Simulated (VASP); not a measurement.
# Al3GaSb4 (P1) in VASP: single point with PBEsol

Aim: the single point of Al3GaSb4 with PBEsol.

Program: VASP 6.6.1. These are calculated values, not measurements. Logs are shortened: lines on timing, memory, paths and dates and some standing lists are left out, and cuts for length are marked.

## (1) The cell of the first run

The typed cell holds 16 atoms: a = 7.472 Å, b = 7.553 Å, c = 8.597 Å, α = 90.00°, β = 106.72°, γ = 98.58°.

## (2) Single point, PBEsol (strained cell)

INCAR

```
SYSTEM = Al3GaSb4
PREC     = Accurate       ! precision mode
ENCUT    = 500            ! plane-wave cutoff, eV
EDIFF    = 1E-6           ! SCF threshold, eV
ISMEAR   = 0              ! smearing method
SIGMA    = 0.02           ! smearing width, eV
LREAL    = .False.        ! projectors in reciprocal space
LASPH    = .True.         ! aspherical terms in the spheres
NELM     = 120            ! most SCF steps
ALGO     = Normal         ! electronic algorithm
ISIF     = 2              ! what is computed and relaxed
LWAVE    = .False.        ! write WAVECAR
LCHARG   = .True.         ! write CHGCAR
GGA      = PS             ! functional
LELF     = .True.         ! ELF
LVHAR    = .True.       
NBANDS   = 56             ! bands
GGA_COMPAT= .False.
```

KPOINTS

```
Automatic mesh
0
Gamma
  4 4 4
  0 0 0
```

POSCAR

```
Al3GaSb4
1.0
   -3.0386878852     -6.0787004729      3.1053211795
    3.0389998899      3.0393897465      6.2110420313
   -6.0789714911      6.0795489074      0.0001033853
Al Ga Sb
6 2 8
Direct
   -0.0000112609      0.0002730666     -0.0007194837
   -0.0002111754     -0.0009414291      0.5005487853
    0.5004059525      0.2498624768      0.3760356496
    0.0004631665      0.5006233708      0.2504531278
    0.4994437033      0.7501565597      0.1247339860
    0.5003034504      0.2504382606      0.8740739107
   -0.0001723746      0.5005418503      0.7494697425
    0.4999063900      0.7490643447      0.6254541869
    0.3755083282      0.0634708395      0.0936490150
    0.3753912457      0.0603139956      0.5940479174
    0.8757759986      0.3127675835      0.4699331591
    0.3756552265      0.5630373640      0.3450300491
    0.8746922227      0.8130832267      0.2183020821
    0.8759683100      0.3138538622      0.9678890564
    0.3733757297      0.5628020538      0.8424572767
    0.8735050868      0.8106525742      0.7186415392
```

Potentials or basis: VASP PAW PBE potentials, release 64 (Al, Ga_d, Sb).

Command:

```bash
cat potpaw_PBE.64/Al/POTCAR potpaw_PBE.64/Ga_d/POTCAR potpaw_PBE.64/Sb/POTCAR > POTCAR
mpirun -np 1 vasp_std > vasp.out
```

OUTCAR:

```text
SYSTEM = Al3GaSb4
   PREC = Accurate
   ENCUT = 500
   EDIFF = 1E-6
   ISMEAR = 0
   LREAL = .False.
   LASPH = .True.
   NELM = 120
   ISIF = 2
   GGA = PS

 ion  position               nearest neighbor table
   1  1.000  0.000  0.999-  13 2.65   9 2.65  16 2.66  14 2.66
   2  1.000  0.999  0.501-  13 2.65  16 2.65  10 2.66  11 2.66
   3  0.500  0.250  0.376-  11 2.65  10 2.65  12 2.66   9 2.66
   4  0.000  0.501  0.250-  12 2.65  13 2.65  11 2.66  14 2.66
   5  0.499  0.750  0.125-  13 2.65   9 2.65  12 2.66  15 2.66
   6  0.500  0.250  0.874-  10 2.65   9 2.65  14 2.66  15 2.66
[... 8 lines left out ...]
  15  0.373  0.563  0.842-   8 2.64   7 2.64   6 2.66   5 2.66
  16  0.874  0.811  0.719-   7 2.64   8 2.64   2 2.65   1 2.66

  LATTYP: Found a triclinic cell.
 ALAT       =     7.4717630537
 B/A-ratio  =     1.1506484041
 C/A-ratio  =     1.0108959566
 COS(alpha) =     0.0000734099
 COS(beta)  =     0.1492469553
 COS(gamma) =     0.2877342772

  Lattice vectors:

 A1 = (   3.0386878852,   6.0787004729,  -3.1053211795)
 A2 = (  -6.0789714911,   6.0795489074,   0.0001033853)
 A3 = (   3.0389998899,   3.0393897465,   6.2110420313)

Analysis of symmetry for initial positions (statically):
=====================================================================
 Subroutine PRICEL returns:
 Original cell was already a primitive cell.

 Routine SETGRP: Setting up the symmetry group for a
 triclinic supercell.

 Subroutine GETGRP returns: Found  1 space group operations
 (whereof  1 operations were pure point group operations)
 out of a pool of  2 trial point group operations.

The static configuration has the point symmetry C_1 .

Analysis of symmetry for dynamics (positions and initial velocities):
=====================================================================
 Subroutine PRICEL returns:
 Original cell was already a primitive cell.

 Routine SETGRP: Setting up the symmetry group for a
 triclinic supercell.

 Subroutine GETGRP returns: Found  1 space group operations
 (whereof  1 operations were pure point group operations)
 out of a pool of  2 trial point group operations.

The dynamic configuration has the point symmetry C_1 .

 Subroutine INISYM returns: Found  1 space group operations
 (whereof  1 operations are pure point group operations),
 and found     1 'primitive' translations

----------------------------------------------------------------------------------------

                                     Primitive cell

  volume of cell :     459.0030

  direct lattice vectors                    reciprocal lattice vectors
    -3.038687885 -6.078700473  3.105321180    -0.082265308 -0.082258863  0.080505172
     3.038999890  3.039389746  6.211042031     0.041131718  0.041125758  0.120753249
    -6.078971491  6.079548907  0.000103385    -0.102817083  0.061678227  0.020124954

  length of vectors
     7.471763054  7.553175059  8.597372233     0.141475030  0.134031688  0.121575368

  position of ions in fractional coordinates (direct lattice)
     0.999988739  0.000273067  0.999280516
     0.999788825  0.999058571  0.500548785
     0.500405953  0.249862477  0.376035650
     0.000463166  0.500623371  0.250453128
     0.499443703  0.750156560  0.124733986
     0.500303450  0.250438261  0.874073911
[... 8 lines left out ...]
     0.373375730  0.562802054  0.842457277
     0.873505087  0.810652574  0.718641539

  ion indices of the primitive-cell ions
   primitive index   ion index
                 1           1
                 2           2
                 3           3
                 4           4
                 5           5
                 6           6
[... 8 lines left out ...]
                15          15
                16          16

----------------------------------------------------------------------------------------

 KPOINTS: Automatic mesh

Automatic generation of k-mesh.
 Grid dimensions read from file:
 generate k-points for:    4    4    4

 Generating k-lattice:

  Cartesian coordinates                     Fractional coordinates (reciprocal lattice)
    -0.020566327 -0.020564716  0.020126293     0.250000000  0.000000000 -0.000000000
     0.010282930  0.010281440  0.030188312     0.000000000  0.250000000  0.000000000
    -0.025704271  0.015419557  0.005031238     0.000000000 -0.000000000  0.250000000

  Length of vectors
     0.035368758  0.033507922  0.030393842

  Shift w.r.t. Gamma in fractional coordinates (k-lattice)
     0.000000000  0.000000000  0.000000000

 Subroutine IBZKPT returns following result:
 ===========================================

 Found     36 irreducible k-points:

 Following reciprocal coordinates:
            Coordinates               Weight
  0.000000  0.000000  0.000000      1.000000
  0.250000  0.000000  0.000000      2.000000
  0.500000  0.000000  0.000000      1.000000
  0.000000  0.250000 -0.000000      2.000000
  0.250000  0.250000  0.000000      2.000000
  0.500000  0.250000  0.000000      2.000000
[... 16 lines left out ...]
  0.000000 -0.250000  0.250000      2.000000
  0.250000 -0.250000  0.250000      2.000000
 [... further k-points ...]
   k-points           NKPTS =     36   k-points in BZ     NKDIM =     36   number of bands    NBANDS=     56
   number of dos      NEDOS =    301   number of ions     NIONS =     16
   total plane-waves  NPLWV = 193536
   dimension x,y,z NGX =    54 NGY =   56 NGZ =   64
   dimension x,y,z NGXF=   108 NGYF=  112 NGZF=  128
   ions per type =               6   2   8
   NGX,Y,Z   is equivalent  to a cutoff of  12.01, 12.33, 12.38 a.u.
   NGXF,Y,Z  is equivalent  to a cutoff of  24.03, 24.65, 24.75 a.u.
 SYSTEM =  Al3GaSb4
   PREC   = accura    normal or accurate (medium, high low for compatibility)
   ISTART =      0    job   : 0-new  1-cont  2-samecut
   ICHARG =      2    charge: 1-file 2-atom 10-const
   ISPIN  =      1    spin polarized calculation?
   LNONCOLLINEAR =      F non collinear calculations
   LSORBIT =      F    spin-orbit coupling
   LASPH  =      T    aspherical Exc in radial PAW
   ENCUT  =  500.0 eV  36.75 Ry    6.06 a.u.  13.62 13.77 15.67*2*pi/ulx,y,z
   NELM   =    120;   NELMIN=  2; NELMDL= -5     # of ELM steps
   EDIFF  = 0.1E-05   stopping-criterion for ELM
   LREAL  =      F    real-space projection
   EDIFFG = 0.1E-04   stopping-criterion for IOM
   NSW    =      0    number of steps for IOM
   IBRION =     -1    ionic relax: 0-MD 1-quasi-New 2-CG
   NFREE  =      0    steps in history (QN), initial steepest desc. (CG)
   ISIF   =      2    stress and relaxation
   ISYM   =      2    0-nonsym 1-usesym 2-fastsym
   POTIM  = 0.5000    time-step for ionic-motion
   TEBEG  =    0.0;   TEEND  =   0.0 temperature during run
   PSTRESS=    0.0 pullay stress
   NELECT =      84.0000    total number of electrons
   NUPDOWN=      -1.0000    fix difference up-down
   EMIN   =  10.00;   EMAX   =-10.00  energy-range for DOS
   EFERMI =   0.00;   METHOD = LEGACY
   ISMEAR =     0;   SIGMA  =   0.02  broadening in eV -4-tet -1-fermi 0-gaus
   EFERMI_NEDOS =   21; number of points for ismear=-14 and -15
   IALGO  =     38    algorithm
   IMIX   =      4    mixing-type and parameters
     AMIX     =   0.40;   BMIX     =  1.00
     AMIX_MAG =   1.60;   BMIX_MAG =  1.00
  volume/ion in A,a.u.               =      28.69       193.59
  Fermi-wavevector in a.u.,A,eV,Ry     =   0.929457  1.756420 11.753948  0.863891
  Thomas-Fermi vector in A             =   2.055742
   LORBIT       =      0    0 simple, 1 ext, 2 COOP (PROOUT), +10 PAW based schemes
   GGA     = PS    functional components
   LHFCALC =     F    Hartree Fock is set to
   AEXX    =    0.0000 exact exchange contribution
   IVDW    =     0    specifies the selected vdW correction
   LEPSILON=     F    determine dielectric tensor
   LRPA    =     F    only Hartree local field effects (RPA)
 non-spin polarized calculation
 Gauss-broadening in eV      SIGMA  =   0.02
  energy-cutoff  :      500.00
  volume of cell :      459.00
 maximum number of plane-waves:     11698
   NGX = 27   NGY = 27   NGZ = 31

 number of electron      83.9999987 magnetization

 Free energy of the ion-electron system (eV)
  ---------------------------------------------------
  ext. energy  EPLUGINS =         0.00000000
  ---------------------------------------------------
  free energy    TOTEN  =       -69.43554966 eV

  energy without entropy =      -69.43554966  energy(sigma->0) =      -69.43554966

 E-fermi :   4.9005     XC(G=0):  -8.9353

 val. band max:        4.7972661059   @ k =   0.0000   0.0000   0.0000
 cond. band min:       5.7177947040   @ k =   0.5000   0.0000   0.0000
 fundamental gap:      0.9205285982
 Fermi energy:         4.9005033686

 k-point     1 :       0.0000    0.0000    0.0000
  band No.  band energies     occupation
      1     -10.0344      2.00000
      2     -10.0289      2.00000
      3     -10.0214      2.00000
      4     -10.0208      2.00000
      5     -10.0129      2.00000
      6     -10.0065      2.00000
[... 46 lines left out ...]
     53       7.8034      0.00000
     54       8.3258      0.00000

 k-point     2 :       0.2500    0.0000    0.0000
  band No.  band energies     occupation
      1     -10.0340      2.00000
      2     -10.0299      2.00000
      3     -10.0214      2.00000
      4     -10.0208      2.00000
      5     -10.0118      2.00000
      6     -10.0071      2.00000
[... 46 lines left out ...]
     53       8.1932      0.00000
     54       8.4266      0.00000

 k-point     3 :       0.5000    0.0000    0.0000
  band No.  band energies     occupation
      1     -10.0325      2.00000
      2     -10.0320      2.00000
      3     -10.0214      2.00000
      4     -10.0208      2.00000
      5     -10.0095      2.00000
      6     -10.0089      2.00000
[... 46 lines left out ...]
     53       8.3538      0.00000
     54       8.3802      0.00000
[... 1084 lines left out ...]
 k-point    23 :       0.0000   -0.2500    0.2500
  band No.  band energies     occupation
      1     -10.0343      2.00000
      2     -10.0290      2.00000
      3     -10.0214      2.00000
      4     -10.0209      2.00000
      5     -10.0128      2.00000
      6     -10.0065      2.00000
[... 46 lines left out ...]
     53       8.1762      0.00000
     54       8.3075      0.00000

 k-point    24 :       0.2500   -0.2500    0.2500
  band No.  band energies     occupation
      1     -10.0339      2.00000
      2     -10.0299      2.00000
      3     -10.0214      2.00000
      4     -10.0208      2.00000
      5     -10.0118      2.00000
      6     -10.0071      2.00000
[... 46 lines left out ...]
     53       7.8775      0.00000
     54       8.2081      0.00000

 [... further k-points ...]

 [bands above 54 left out]

------------------------ aborting loop because EDIFF is reached ----------------------------------------

  FORCE on cell =-STRESS in cart. coord.  units (eV):
  Direction    XX          YY          ZZ          XY          YZ          ZX
  --------------------------------------------------------------------------------------
  -------------------------------------------------------------------------------------
  Total        3.4482738      3.4477772      0.7718701      0.0003436      0.0003921     -0.0002308
  in kB       12.0364062     12.0346729      2.6942587      0.0011992      0.0013686     -0.0008057
  external PRESSURE =       8.9217793 kB  Pullay stress =       0.0000000 kB

 VOLUME and BASIS-vectors are now :
 -----------------------------------------------------------------------------
  energy-cutoff  :      500.00
  volume of cell :      459.00
      direct lattice vectors                 reciprocal lattice vectors
    -3.038687885 -6.078700473  3.105321180    -0.082265308 -0.082258863  0.080505172
     3.038999890  3.039389746  6.211042031     0.041131718  0.041125758  0.120753249
    -6.078971491  6.079548907  0.000103385    -0.102817083  0.061678227  0.020124954

 POSITION                                       TOTAL-FORCE (eV/Angst)
 -----------------------------------------------------------------------------------
     -9.11242     -0.00263      3.10709         0.002498     -0.001536     -0.000547
     -3.04473      0.00222      9.30991        -0.002272      0.001637      0.002116
     -3.04716      0.00374      3.10587        -0.001784      0.001709      0.000023
     -0.00251      3.04142      3.11086        -0.000720      0.000534     -0.004453
      0.00382      0.00238      6.21020         0.001583     -0.000265     -0.004744
     -6.07265      3.03396      3.10918         0.002262     -0.001214      0.002353
[... 8 lines left out ...]
     -4.54549      4.56270      4.65513         0.018661      0.001134      0.000936
     -4.55934      1.52313      7.74759         0.000197      0.001157     -0.036457
 -----------------------------------------------------------------------------------
    total drift:                                0.000200      0.000119     -0.000343

  FREE ENERGIE OF THE ION-ELECTRON SYSTEM (eV)
  ---------------------------------------------------
  free  energy   TOTEN  =       -69.4355496579 eV

  energy  without entropy=      -69.4355496579  energy(sigma->0) =      -69.43554966
```

Run time: 31 min. Hardware: 1 thread of Intel Xeon 8259CL, shared host; peak memory 0.95 GiB.

Results:

* Free energy: -69.4355 eV
* Pressure: 0.9 GPa
* Largest force: 0.036 eV/Å
* Band gap on the k mesh: 0.92 eV (least direct gap 0.98 eV)

Forces in eV/Å, atoms in the order of the input:
```
Al   0.002 -0.002 -0.001
Al  -0.002  0.002  0.002
Al  -0.002  0.002  0.000
Al  -0.001  0.001 -0.004
Al   0.002  0.000 -0.005
Al   0.002 -0.001  0.002
Ga   0.001 -0.001  0.002
Ga  -0.001  0.000  0.002
Sb   0.000  0.000  0.000
Sb  -0.010 -0.011 -0.018
Sb  -0.010  0.008  0.019
Sb  -0.010  0.009  0.018
Sb   0.001  0.000 -0.001
Sb   0.009 -0.009  0.019
Sb   0.019  0.001  0.001
Sb   0.000  0.001 -0.036
```

Levels at points of the mesh, in eV from the valence-band top:
| k point | band 39 | band 40 | band 41 | band 42 | band 43 | band 44 | band 45 | band 46 |
| --- | --- | --- | --- | --- | --- | --- | --- | --- |
| (0.00, 0.00, 0.00) | -0.93 | -0.12 | 0.00 | 0.00 | 0.98 | 1.11 | 1.82 | 1.85 |
| (0.50, 0.00, 0.00) | -0.69 | -0.69 | -0.56 | -0.56 | 0.92 | 1.15 | 1.16 | 1.53 |
| (0.00, 0.50, 0.00) | -1.04 | -1.02 | -0.95 | -0.92 | 0.95 | 1.03 | 1.07 | 1.69 |
| (0.50, 0.50, 0.00) | -1.10 | -0.93 | -0.59 | -0.55 | 0.94 | 1.03 | 1.06 | 1.66 |
| (0.00, 0.00, 0.50) | -1.27 | -1.19 | -0.50 | -0.41 | 1.97 | 2.05 | 2.29 | 2.45 |
| (0.50, 0.00, 0.50) | -1.39 | -1.38 | -1.09 | -1.06 | 1.79 | 1.84 | 1.97 | 2.16 |
| (0.00, 0.50, 0.50) | -0.93 | -0.88 | -0.84 | -0.81 | 1.77 | 2.11 | 2.22 | 2.31 |
| (0.50, 0.50, 0.50) | -1.61 | -1.58 | -1.37 | -1.32 | 1.54 | 1.74 | 1.88 | 1.89 |

Caveat: the cell differs from its parent crystal (strained cell); the PAW data sets were made with another functional, which shifts forces and pressure a little; spin-orbit coupling is left out, which moves the levels of the heavy elements.
